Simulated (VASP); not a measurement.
# Pd (a cell with a defect) in VASP: notebook, part 2 of 2

VASP 6.6.1.

## (3) Single point, PBEsol

INCAR

```
  PREC = Accurate
  ENCUT = 520
  EDIFF = 1E-6
  ISMEAR = -1
  SIGMA = 0.05
  LREAL = F
  LASPH = T
  NELM = 60
  ALGO = Normal
  ISIF = 2
  LWAVE = F
  LCHARG = F
  GGA = PS
  NBANDS = 44
```

KPOINTS

```
regular mesh
0
Gamma
  2 2 2
```

POSCAR

```
Pd
1.0
    0.0000000000      3.8930000000      3.8930000000
    3.8930000000      0.0000000000      3.8930000000
    3.8930000000      3.8930000000      0.0000000000
Pd
7
Direct
    0.0000000000      0.0000000000      0.0000000000
    0.0000000000      0.5000000000      0.0000000000
    0.0000000000      0.5000000000      0.5000000000
    0.5000000000      0.0000000000      0.0000000000
    0.5000000000      0.0000000000      0.5000000000
    0.5000000000      0.5000000000      0.0000000000
    0.5000000000      0.5000000000      0.5000000000
```

Potentials or basis: VASP PAW PBE potentials, release 64 (Pd).

Command:

```console
$ cat potpaw_PBE.64/Pd/POTCAR > POTCAR
$ mpirun -np 1 vasp_std > vasp.out
```

OUTCAR:

```text
PREC = Accurate
   ENCUT = 520
   EDIFF = 1E-6
   ISMEAR = -1
   LREAL = F
   LASPH = T
   NELM = 60
   ISIF = 2
   GGA = PS

 ion  position               nearest neighbor table
   1  0.000  0.000  0.000-   2 2.75   4 2.75   3 2.75   5 2.75   2 2.75   3 2.75   6 2.75   4 2.75
                             5 2.75   6 2.75
   2  0.000  0.500  0.000-   1 2.75   3 2.75   6 2.75   3 2.75   7 2.75   1 2.75   4 2.75   4 2.75
                             6 2.75   7 2.75
   3  0.000  0.500  0.500-   2 2.75   7 2.75   1 2.75   2 2.75   6 2.75   1 2.75   5 2.75   5 2.75
                             6 2.75   7 2.75
   4  0.500  0.000  0.000-   1 2.75   5 2.75   6 2.75   5 2.75   7 2.75   2 2.75   6 2.75   7 2.75
                             1 2.75   2 2.75
   5  0.500  0.000  0.500-   4 2.75   7 2.75   1 2.75   4 2.75   6 2.75   3 2.75   6 2.75   7 2.75
                             1 2.75   3 2.75
   6  0.500  0.500  0.000-   2 2.75   4 2.75   7 2.75   3 2.75   5 2.75   7 2.75   1 2.75   4 2.75
                             5 2.75   1 2.75   2 2.75   3 2.75
   7  0.500  0.500  0.500-   3 2.75   5 2.75   6 2.75   2 2.75   4 2.75   6 2.75   4 2.75   5 2.75
                             2 2.75   3 2.75

  LATTYP: Found a face centered cubic cell.
 ALAT       =     7.7860000000

  Lattice vectors:

 A1 = (   0.0000000000,   3.8930000000,   3.8930000000)
 A2 = (   3.8930000000,   0.0000000000,   3.8930000000)
 A3 = (   3.8930000000,   3.8930000000,   0.0000000000)

Analysis of symmetry for initial positions (statically):
[... 5 lines left out ...]
 face centered cubic supercell.

 Subroutine GETGRP returns: Found 48 space group operations
 (whereof  8 operations were pure point group operations)
 out of a pool of 48 trial point group operations.

The static configuration has the point symmetry D_2h.
 The point group associated with its full space group is O_h .

Analysis of symmetry for dynamics (positions and initial velocities):
[... 5 lines left out ...]
 face centered cubic supercell.

 Subroutine GETGRP returns: Found 48 space group operations
 (whereof  8 operations were pure point group operations)
 out of a pool of 48 trial point group operations.

The dynamic configuration has the point symmetry D_2h.
 The point group associated with its full space group is O_h .

 Subroutine INISYM returns: Found 48 space group operations
 (whereof  8 operations are pure point group operations),
 and found     1 'primitive' translations

----------------------------------------------------------------------------------------

                                     Primitive cell

  volume of cell :     118.0003

  direct lattice vectors                    reciprocal lattice vectors
     0.000000000  3.893000000  3.893000000    -0.128435654  0.128435654  0.128435654
     3.893000000  0.000000000  3.893000000     0.128435654 -0.128435654  0.128435654
     3.893000000  3.893000000  0.000000000     0.128435654  0.128435654 -0.128435654

  length of vectors
     5.505533398  5.505533398  5.505533398     0.222457078  0.222457078  0.222457078

  position of ions in fractional coordinates (direct lattice)
     0.000000000  0.000000000  0.000000000
     0.000000000  0.500000000  0.000000000
     0.000000000  0.500000000  0.500000000
     0.500000000  0.000000000  0.000000000
     0.500000000  0.000000000  0.500000000
     0.500000000  0.500000000  0.000000000
     0.500000000  0.500000000  0.500000000

[... 24 lines left out ...]

  Length of vectors
     0.111228539  0.111228539  0.111228539

  Shift w.r.t. Gamma in fractional coordinates (k-lattice)
     0.000000000  0.000000000  0.000000000

 Subroutine IBZKPT returns following result:
 ===========================================

 Found      3 irreducible k-points:

 Following reciprocal coordinates:
            Coordinates               Weight
  0.000000  0.000000  0.000000      1.000000
  0.500000  0.000000  0.000000      4.000000
  0.500000  0.500000  0.000000      3.000000
   k-points           NKPTS =      3   k-points in BZ     NKDIM =      3   number of bands    NBANDS=     44
   number of dos      NEDOS =    301   number of ions     NIONS =      7
   total plane-waves  NPLWV =  74088
   dimension x,y,z NGX =    42 NGY =   42 NGZ =   42
   dimension x,y,z NGXF=    84 NGYF=   84 NGZF=   84
   ions per type =               7
   NGX,Y,Z   is equivalent  to a cutoff of  12.68, 12.68, 12.68 a.u.
   NGXF,Y,Z  is equivalent  to a cutoff of  25.36, 25.36, 25.36 a.u.
 SYSTEM =  unknown system
   PREC   = accura    normal or accurate (medium, high low for compatibility)
   ISTART =      0    job   : 0-new  1-cont  2-samecut
   ICHARG =      2    charge: 1-file 2-atom 10-const
   ISPIN  =      1    spin polarized calculation?
   LNONCOLLINEAR =      F non collinear calculations
   LSORBIT =      F    spin-orbit coupling
   LASPH  =      T    aspherical Exc in radial PAW
   ENCUT  =  520.0 eV  38.22 Ry    6.18 a.u.  10.24 10.24 10.24*2*pi/ulx,y,z
   NELM   =     60;   NELMIN=  2; NELMDL= -5     # of ELM steps
   EDIFF  = 0.1E-05   stopping-criterion for ELM
   LREAL  =      F    real-space projection
   EDIFFG = 0.1E-04   stopping-criterion for IOM
   NSW    =      0    number of steps for IOM
   IBRION =     -1    ionic relax: 0-MD 1-quasi-New 2-CG
   NFREE  =      0    steps in history (QN), initial steepest desc. (CG)
   ISIF   =      2    stress and relaxation
   ISYM   =      2    0-nonsym 1-usesym 2-fastsym
   POTIM  = 0.5000    time-step for ionic-motion
   TEBEG  =    0.0;   TEEND  =   0.0 temperature during run
   PSTRESS=    0.0 pullay stress
   NELECT =      70.0000    total number of electrons
   NUPDOWN=      -1.0000    fix difference up-down
   EMIN   =  10.00;   EMAX   =-10.00  energy-range for DOS
[... 5 lines left out ...]
     AMIX     =   0.40;   BMIX     =  1.00
     AMIX_MAG =   1.60;   BMIX_MAG =  1.00
  volume/ion in A,a.u.               =      16.86       113.76
  Fermi-wavevector in a.u.,A,eV,Ry     =   1.375561  2.599433 25.744500  1.892167
  Thomas-Fermi vector in A             =   2.500885
   LORBIT       =      0    0 simple, 1 ext, 2 COOP (PROOUT), +10 PAW based schemes
   GGA     = PS    functional components
   LHFCALC =     F    Hartree Fock is set to
   AEXX    =    0.0000 exact exchange contribution
   IVDW    =     0    specifies the selected vdW correction
   LEPSILON=     F    determine dielectric tensor
   LRPA    =     F    only Hartree local field effects (RPA)
 non-spin polarized calculation
  energy-cutoff  :      520.00
  volume of cell :      118.00
 maximum number of plane-waves:      3218
 NGX is ok and might be reduce to    42
   NGX = 21   NGY = 21   NGZ = 21

 number of electron      70.0000003 magnetization

 Free energy of the ion-electron system (eV)
  ---------------------------------------------------
  ext. energy  EPLUGINS =         0.00000000
  ---------------------------------------------------
  free energy    TOTEN  =       -41.82559019 eV

  energy without entropy =      -41.63701026  energy(sigma->0) =      -41.73130022

 E-fermi :   7.8522     XC(G=0): -12.4230

 val. band max:        7.8317823816   @ k =   0.5000   0.0000   0.0000
 cond. band min:       7.8534250030   @ k =   0.0000   0.0000   0.0000
 fundamental gap:      0.0216426214
 Fermi energy:         7.8522470247

 k-point     1 :       0.0000    0.0000    0.0000
  band No.  band energies     occupation
      1       0.9792      2.00000
      2       2.3001      2.00000
      3       2.4606      2.00000
      4       2.4606      2.00000
      5       2.4606      2.00000
      6       2.9737      2.00000
[... 130 lines left out ...]
     43      16.2402      0.00000
     44      17.4651      0.00000

------------------------ aborting loop because EDIFF is reached ----------------------------------------

  FORCE on cell =-STRESS in cart. coord.  units (eV):
  Direction    XX          YY          ZZ          XY          YZ          ZX
  --------------------------------------------------------------------------------------
  -------------------------------------------------------------------------------------
  Total       -8.3277604     -8.3277604     -8.3277604     -0.0000000     -0.0000000     -0.0000000
  in kB     -113.0721359   -113.0721359   -113.0721359     -0.0000000     -0.0000000     -0.0000000
  external PRESSURE =    -113.0721359 kB  Pullay stress =       0.0000000 kB

 VOLUME and BASIS-vectors are now :
 -----------------------------------------------------------------------------
  energy-cutoff  :      520.00
  volume of cell :      118.00
      direct lattice vectors                 reciprocal lattice vectors
     0.000000000  3.893000000  3.893000000    -0.128435654  0.128435654  0.128435654
     3.893000000  0.000000000  3.893000000     0.128435654 -0.128435654  0.128435654
     3.893000000  3.893000000  0.000000000     0.128435654  0.128435654 -0.128435654

 POSITION                                       TOTAL-FORCE (eV/Angst)
 -----------------------------------------------------------------------------------
      0.00000      0.00000      0.00000        -0.000000      0.000000     -0.000000
      1.94650      0.00000      1.94650        -0.000000      0.000000      0.000000
      3.89300      1.94650      1.94650         0.000000     -0.000000     -0.000000
      0.00000      1.94650      1.94650         0.000000     -0.000000     -0.000000
      1.94650      3.89300      1.94650         0.000000      0.000000     -0.000000
      1.94650      1.94650      3.89300        -0.000000      0.000000      0.000000
      3.89300      3.89300      3.89300         0.000000      0.000000     -0.000000
 -----------------------------------------------------------------------------------
    total drift:                               -0.000000     -0.000000      0.000000

  FREE ENERGIE OF THE ION-ELECTRON SYSTEM (eV)
  ---------------------------------------------------
  free  energy   TOTEN  =       -41.8255901935 eV

  energy  without entropy=      -41.6370102564  energy(sigma->0) =      -41.73130022
```

It took 18 s on 1 thread of AMD EPYC 9R45 (Zen 5), shared host; peak memory 0.2 GiB.

Results:

- Free energy: -41.8256 eV
- Pressure: -11.3 GPa
- Band gap on the k mesh: zero (band 35 reaches 8.05 eV, above the bottom of band 36 at 7.18 eV)

Caveat: the k points lie up to 0.70 Å⁻¹ apart; the PAW data sets were made with another functional, which shifts forces and pressure a little.
